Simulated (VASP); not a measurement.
# K in VASP: a series of runs

K is run at these levels: PBEsol; tasks: single point.

All numbers are computed with VASP 6.6.1; they aren't measurements. Logs are shortened: lines on timing, memory, paths and dates and some standing lists are left out, and cuts for length are marked.

### 1 The cell of the first run

Symmetry: Cmce, No. 64, orthorhombic system. Conventional cell: a = 4.922 Å, b = 15.736 Å, c = 7.451 Å, α = 90.00°, β = 90.00°, γ = 90.00°. K (site symmetry m) has 11 K at 4.19 to 5.24 Å within 5.5 Å.

### 2 Single point, PBEsol

File INCAR:

```
SYSTEM = K
PREC = Accurate
ENCUT = 520
EDIFF = 1E-6
ISMEAR = 0
SIGMA = 0.1
LREAL = .False.
LASPH = .True.
NELM = 100
ALGO = Normal
ISIF = 2
LWAVE = .False.
LCHARG = .False.
GGA = PS
NBANDS = 26
```

File KPOINTS:

```
regular mesh
0
Gamma
  4 4 4
  0 0 0
```

File POSCAR:

```
K
1.0
    2.4607785877     -7.8678952281      0.0000000000
    2.4607785877      7.8678952281      0.0000000000
    0.0000000000      0.0000000000      7.4505493350
K
4
Direct
    0.1330842186      0.8669157814      1.0028854517
    0.6330842186      0.3669157814      0.4971145483
    0.8669157814      0.1330842186     -0.0028854517
    0.3669157814      0.6330842186      0.5028854517
```

Potentials or basis: VASP PAW PBE potentials, release 64 (K_sv).

Started as:

```
$ cat potpaw_PBE.64/K_sv/POTCAR > POTCAR
$ mpirun -np 1 vasp_std > vasp.out
```

OUTCAR:

```text
SYSTEM = K
   PREC = Accurate
   ENCUT = 520
   EDIFF = 1E-6
   ISMEAR = 0
   LREAL = .False.
   LASPH = .True.
   NELM = 100
   ISIF = 2
   GGA = PS

 ion  position               nearest neighbor table
   1  0.133  0.867  0.003-
   2  0.633  0.367  0.497-
   3  0.867  0.133  0.997-
   4  0.367  0.633  0.503-

  LATTYP: Found a base centered orthorhombic cell.
 ALAT       =     4.9215571754
 B/A-ratio  =     3.1973194449
 C/A-ratio  =     1.5138601604

  Lattice vectors:

 A1 = (   2.4607785877,  -7.8678952281,   0.0000000000)
 A2 = (   2.4607785877,   7.8678952281,   0.0000000000)
 A3 = (   0.0000000000,   0.0000000000,   7.4505493350)

Analysis of symmetry for initial positions (statically):
=====================================================================
 Subroutine PRICEL returns:
 Original cell was already a primitive cell.

 Routine SETGRP: Setting up the symmetry group for a
 base centered orthorhombic supercell.

 Subroutine GETGRP returns: Found  8 space group operations
 (whereof  4 operations were pure point group operations)
 out of a pool of  8 trial point group operations.

The static configuration has the point symmetry C_2h.
 The point group associated with its full space group is D_2h.

Analysis of symmetry for dynamics (positions and initial velocities):
=====================================================================
 Subroutine PRICEL returns:
 Original cell was already a primitive cell.

 Routine SETGRP: Setting up the symmetry group for a
 base centered orthorhombic supercell.

 Subroutine GETGRP returns: Found  8 space group operations
 (whereof  4 operations were pure point group operations)
 out of a pool of  8 trial point group operations.

The dynamic configuration has the point symmetry C_2h.
 The point group associated with its full space group is D_2h.

 Subroutine INISYM returns: Found  8 space group operations
 (whereof  4 operations are pure point group operations),
 and found     1 'primitive' translations

----------------------------------------------------------------------------------------

                                     Primitive cell

  volume of cell :     288.5024

  direct lattice vectors                    reciprocal lattice vectors
     2.460778588 -7.867895228  0.000000000     0.203187724 -0.063549397  0.000000000
     2.460778588  7.867895228  0.000000000     0.203187724  0.063549397  0.000000000
     0.000000000  0.000000000  7.450549335     0.000000000  0.000000000  0.134218291

  length of vectors
     8.243737416  8.243737416  7.450549335     0.212893816  0.212893816  0.134218291

  position of ions in fractional coordinates (direct lattice)
     0.133084219  0.866915781  0.002885452
     0.633084219  0.366915781  0.497114548
     0.866915781  0.133084219  0.997114548
     0.366915781  0.633084219  0.502885452

  ion indices of the primitive-cell ions
   primitive index   ion index
                 1           1
                 2           2
                 3           3
                 4           4

----------------------------------------------------------------------------------------

 KPOINTS: regular mesh

Automatic generation of k-mesh.
 Grid dimensions read from file:
 generate k-points for:    4    4    4

 Generating k-lattice:

  Cartesian coordinates                     Fractional coordinates (reciprocal lattice)
     0.050796931 -0.015887349  0.000000000     0.250000000  0.000000000  0.000000000
     0.050796931  0.015887349  0.000000000     0.000000000  0.250000000  0.000000000
     0.000000000  0.000000000  0.033554573     0.000000000  0.000000000  0.250000000

  Length of vectors
     0.053223454  0.053223454  0.033554573

  Shift w.r.t. Gamma in fractional coordinates (k-lattice)
     0.000000000  0.000000000  0.000000000

 Subroutine IBZKPT returns following result:
 ===========================================

 Found     21 irreducible k-points:

 Following reciprocal coordinates:
            Coordinates               Weight
  0.000000  0.000000  0.000000      1.000000
  0.250000  0.000000  0.000000      4.000000
  0.500000  0.000000  0.000000      2.000000
  0.250000  0.250000  0.000000      2.000000
  0.500000  0.250000  0.000000      4.000000
 -0.250000  0.250000  0.000000      2.000000
[... 13 lines left out ...]
 -0.250000  0.250000  0.500000      2.000000
  0.500000  0.500000  0.500000      1.000000
   k-points           NKPTS =     21   k-points in BZ     NKDIM =     21   number of bands    NBANDS=     26
   number of dos      NEDOS =    301   number of ions     NIONS =      4
   total plane-waves  NPLWV = 229376
   dimension x,y,z NGX =    64 NGY =   64 NGZ =   56
   dimension x,y,z NGXF=   128 NGYF=  128 NGZF=  112
   ions per type =               4
   NGX,Y,Z   is equivalent  to a cutoff of  12.91, 12.91, 12.50 a.u.
   NGXF,Y,Z  is equivalent  to a cutoff of  25.81, 25.81, 24.99 a.u.
 SYSTEM =  K
   PREC   = accura    normal or accurate (medium, high low for compatibility)
   ISTART =      0    job   : 0-new  1-cont  2-samecut
   ICHARG =      2    charge: 1-file 2-atom 10-const
   ISPIN  =      1    spin polarized calculation?
   LNONCOLLINEAR =      F non collinear calculations
   LSORBIT =      F    spin-orbit coupling
   LASPH  =      T    aspherical Exc in radial PAW
   ENCUT  =  520.0 eV  38.22 Ry    6.18 a.u.  15.33 15.33 13.85*2*pi/ulx,y,z
   NELM   =    100;   NELMIN=  2; NELMDL= -5     # of ELM steps
   EDIFF  = 0.1E-05   stopping-criterion for ELM
   LREAL  =      F    real-space projection
   EDIFFG = 0.1E-04   stopping-criterion for IOM
   NSW    =      0    number of steps for IOM
   IBRION =     -1    ionic relax: 0-MD 1-quasi-New 2-CG
   NFREE  =      0    steps in history (QN), initial steepest desc. (CG)
   ISIF   =      2    stress and relaxation
   ISYM   =      2    0-nonsym 1-usesym 2-fastsym
   POTIM  = 0.5000    time-step for ionic-motion
   TEBEG  =    0.0;   TEEND  =   0.0 temperature during run
   PSTRESS=    0.0 pullay stress
   NELECT =      36.0000    total number of electrons
   NUPDOWN=      -1.0000    fix difference up-down
   EMIN   =  10.00;   EMAX   =-10.00  energy-range for DOS
   EFERMI =   0.00;   METHOD = LEGACY
   ISMEAR =     0;   SIGMA  =   0.10  broadening in eV -4-tet -1-fermi 0-gaus
   EFERMI_NEDOS =   21; number of points for ismear=-14 and -15
   IALGO  =     38    algorithm
   IMIX   =      4    mixing-type and parameters
     AMIX     =   0.40;   BMIX     =  1.00
     AMIX_MAG =   1.60;   BMIX_MAG =  1.00
  volume/ion in A,a.u.               =      72.13       486.73
  Fermi-wavevector in a.u.,A,eV,Ry     =   0.818074  1.545935  9.105630  0.669245
  Thomas-Fermi vector in A             =   1.928636
   LORBIT       =      0    0 simple, 1 ext, 2 COOP (PROOUT), +10 PAW based schemes
   GGA     = PS    functional components
   LHFCALC =     F    Hartree Fock is set to
   AEXX    =    0.0000 exact exchange contribution
   IVDW    =     0    specifies the selected vdW correction
   LEPSILON=     F    determine dielectric tensor
   LRPA    =     F    only Hartree local field effects (RPA)
 non-spin polarized calculation
 Gauss-broadening in eV      SIGMA  =   0.10
  energy-cutoff  :      520.00
  volume of cell :      288.50
 maximum number of plane-waves:      7804
 NGX is ok and might be reduce to    64
   NGX = 31   NGY = 31   NGZ = 27

 number of electron      36.0000001 magnetization

 Free energy of the ion-electron system (eV)
  ---------------------------------------------------
  ext. energy  EPLUGINS =         0.00000000
  ---------------------------------------------------
  free energy    TOTEN  =        -4.36858917 eV

  energy without entropy =       -4.35297326  energy(sigma->0) =       -4.36078122

 E-fermi :  -0.1115     XC(G=0):  -5.7393

 val. band max:       -0.1293691109   @ k =   0.2500   0.2500   0.0000
 cond. band min:      -0.0061595515   @ k =   0.5000   0.5000   0.2500
 fundamental gap:      0.1232095594
 Fermi energy:        -0.1115421958

 k-point     1 :       0.0000    0.0000    0.0000
  band No.  band energies     occupation
      1     -32.1486      2.00000
      2     -32.1431      2.00000
      3     -32.1423      2.00000
      4     -32.1374      2.00000
      5     -15.7530      2.00000
      6     -15.7373      2.00000
[... 18 lines left out ...]
     25       3.0328      0.00000
     26       3.3900      0.00000

 k-point     2 :       0.2500    0.0000    0.0000
  band No.  band energies     occupation
      1     -32.1469      2.00000
      2     -32.1429      2.00000
      3     -32.1419      2.00000
      4     -32.1384      2.00000
      5     -15.7421      2.00000
      6     -15.7294      2.00000
[... 18 lines left out ...]
     25       2.7266      0.00000
     26       2.7662      0.00000

 k-point     3 :       0.5000    0.0000    0.0000
  band No.  band energies     occupation
      1     -32.1437      2.00000
      2     -32.1437      2.00000
      3     -32.1407      2.00000
      4     -32.1407      2.00000
      5     -15.7275      2.00000
      6     -15.7275      2.00000
[... 18 lines left out ...]
     25       2.2790      0.00000
     26       2.2790      0.00000

 k-point     4 :       0.2500    0.2500    0.0000
  band No.  band energies     occupation
      1     -32.1438      2.00000
      2     -32.1436      2.00000
      3     -32.1408      2.00000
      4     -32.1405      2.00000
      5     -15.7303      2.00000
      6     -15.7267      2.00000
[... 18 lines left out ...]
     25       1.9009      0.00000
     26       2.7256      0.00000
[... 409 lines left out ...]
      1     -32.1436      2.00000
      2     -32.1436      2.00000
      3     -32.1414      2.00000
      4     -32.1414      2.00000
      5     -15.7219      2.00000
      6     -15.7219      2.00000
[... 18 lines left out ...]
     25       2.8542      0.00000
     26       2.8543      0.00000

 k-point    20 :      -0.2500    0.2500    0.5000
  band No.  band energies     occupation
      1     -32.1450      2.00000
      2     -32.1450      2.00000
      3     -32.1407      2.00000
      4     -32.1407      2.00000
      5     -15.7300      2.00000
      6     -15.7300      2.00000
[... 18 lines left out ...]
     25       3.2070      0.00000
     26       3.2070      0.00000

 k-point    21 :       0.5000    0.5000    0.5000
  band No.  band energies     occupation
      1     -32.1431      2.00000
      2     -32.1431      2.00000
      3     -32.1425      2.00000
      4     -32.1425      2.00000
      5     -15.7024      2.00000
      6     -15.7024      2.00000
[... 18 lines left out ...]
     25       3.2120      0.00000
     26       3.2238      0.00000

------------------------ aborting loop because EDIFF is reached ----------------------------------------

  FORCE on cell =-STRESS in cart. coord.  units (eV):
  Direction    XX          YY          ZZ          XY          YZ          ZX
  --------------------------------------------------------------------------------------
  -------------------------------------------------------------------------------------
  Total       -0.0882585      0.0520604      0.2361613      0.0000000      0.0000000      0.0000000
  in kB       -0.4901371      0.2891137      1.3115051      0.0000000      0.0000000      0.0000000
  external PRESSURE =       0.3701606 kB  Pullay stress =       0.0000000 kB

 VOLUME and BASIS-vectors are now :
 -----------------------------------------------------------------------------
  energy-cutoff  :      520.00
  volume of cell :      288.50
      direct lattice vectors                 reciprocal lattice vectors
     2.460778588 -7.867895228  0.000000000     0.203187724 -0.063549397  0.000000000
     2.460778588  7.867895228  0.000000000     0.203187724  0.063549397  0.000000000
     0.000000000  0.000000000  7.450549335     0.000000000  0.000000000  0.134218291

 POSITION                                       TOTAL-FORCE (eV/Angst)
 -----------------------------------------------------------------------------------
      2.46078      5.77371      0.02150         0.000000      0.004307     -0.019681
      2.46078     -2.09419      3.70378         0.000000      0.004307      0.019681
      2.46078     -5.77371      7.42905         0.000000     -0.004307      0.019681
      2.46078      2.09419      3.74677         0.000000     -0.004307     -0.019681
 -----------------------------------------------------------------------------------
    total drift:                               -0.000000      0.000000     -0.000000

  FREE ENERGIE OF THE ION-ELECTRON SYSTEM (eV)
  ---------------------------------------------------
  free  energy   TOTEN  =        -4.3685891744 eV

  energy  without entropy=       -4.3529732606  energy(sigma->0) =       -4.36078122
```

It took 94 s on 1 thread of Intel Xeon 6975P-C (Granite Rapids), shared host; peak memory 0.53 GiB.

Results:

```yaml
Free_energy: -4.3686 eV
Pressure: 0.0 GPa
Largest_force: 0.020 eV/Å
Band_gap_on_the_k_mesh: zero (bands 18 and 19 overlap by 0.91 eV)
```

Forces on the atoms (eV/Å):
```
K    0.000  0.004 -0.020
K    0.000  0.004  0.020
K    0.000 -0.004  0.020
K    0.000 -0.004 -0.020
```

Stress tensor (GPa, compression positive):
```
-0.05  0.00  0.00
 0.00  0.03  0.00
 0.00  0.00  0.13
```

Levels at points of the mesh, in eV from the Fermi level:
```csv
k point,band 15,band 16,band 17,band 18,band 19,band 20,band 21,band 22
"(0.00, 0.00, 0.00)",-15.53,-15.53,-2.20,0.21,0.42,0.43,0.66,1.49
"(0.50, 0.00, 0.00)",-15.55,-15.55,-0.38,-0.38,0.72,0.72,1.63,1.63
"(0.50, 0.50, 0.00)",-15.54,-15.54,-1.60,-1.42,0.89,1.03,1.04,1.15
"(0.00, 0.00, 0.50)",-15.53,-15.53,-1.43,-1.43,0.79,0.79,0.99,0.99
"(0.50, 0.00, 0.50)",-15.54,-15.54,0.17,0.17,0.33,0.33,1.05,1.05
"(0.50, 0.50, 0.50)",-15.55,-15.55,-0.87,-0.87,-0.71,-0.71,2.46,2.46
```

Caveat: the PAW data sets were made with another functional, which shifts forces and pressure a little.

### 3 Single point, PBEsol

This run uses another cell than the first one, of 72.66 Å³/atom.

File INCAR:

```
PREC = Accurate
ENCUT = 520
EDIFF = 1E-7
ISMEAR = 0
SIGMA = 0.1
LREAL = False
LASPH = True
NELM = 100
ALGO = Normal
ISIF = 2
LWAVE = False
LCHARG = True
GGA = PS
LELF = True
LVHAR = True
NBANDS = 26
```

File KPOINTS:

```
regular mesh
0
Gamma
  8 8 6
```

File POSCAR:

```
K
1.0
    3.7627196049     -8.0068896617      0.0000000000
    3.7627196049      8.0068896617      0.0000000000
    0.0000000000      0.0000000000      4.8234021676
K
4
Direct
    0.1320775606      0.8679224394      0.0000270912
    0.6320775606      0.3679224394      0.4999729088
    0.8679224394      0.1320775606      0.9999729088
    0.3679224394      0.6320775606      0.5000270912
```

Potentials or basis: VASP PAW PBE potentials, release 64 (K_sv).

Started as:

```
$ cat potpaw_PBE.64/K_sv/POTCAR > POTCAR
$ mpirun -np 1 vasp_std > vasp.out
```

Run time: 5.2 min. Hardware: 1 thread of Intel Xeon 6975P-C (Granite Rapids), shared host; peak memory 0.71 GiB.

The run converged. Its results:

```yaml
Free_energy: -4.4030 eV
Pressure: 0.0 GPa
Band_gap_on_the_k_mesh: zero (bands 18 and 19 overlap by 1.61 eV)
```

Levels at points of the mesh, in eV from the Fermi level:
| k point | band 15 | band 16 | band 17 | band 18 | band 19 | band 20 | band 21 | band 22 |
| --- | --- | --- | --- | --- | --- | --- | --- | --- |
| (0.00, 0.00, 0.00) | -15.54 | -15.53 | -2.18 | 0.14 | 0.35 | 0.86 | 0.99 | 0.99 |
| (0.50, 0.00, 0.00) | -15.55 | -15.55 | -1.28 | -1.28 | -0.09 | -0.09 | 1.83 | 1.83 |
| (0.50, 0.50, 0.00) | -15.54 | -15.53 | -1.60 | -1.44 | 0.40 | 0.62 | 1.46 | 2.04 |
| (0.00, 0.00, 0.50) | -15.55 | -15.55 | -0.45 | -0.45 | 1.33 | 1.33 | 1.74 | 1.74 |
| (0.50, 0.00, 0.50) | -15.54 | -15.54 | 0.23 | 0.23 | 0.38 | 0.38 | 1.07 | 1.07 |
| (0.50, 0.50, 0.50) | -15.55 | -15.55 | 0.04 | 0.04 | 0.18 | 0.18 | 1.55 | 1.55 |

Caveat: the PAW data sets were made with another functional, which shifts forces and pressure a little.
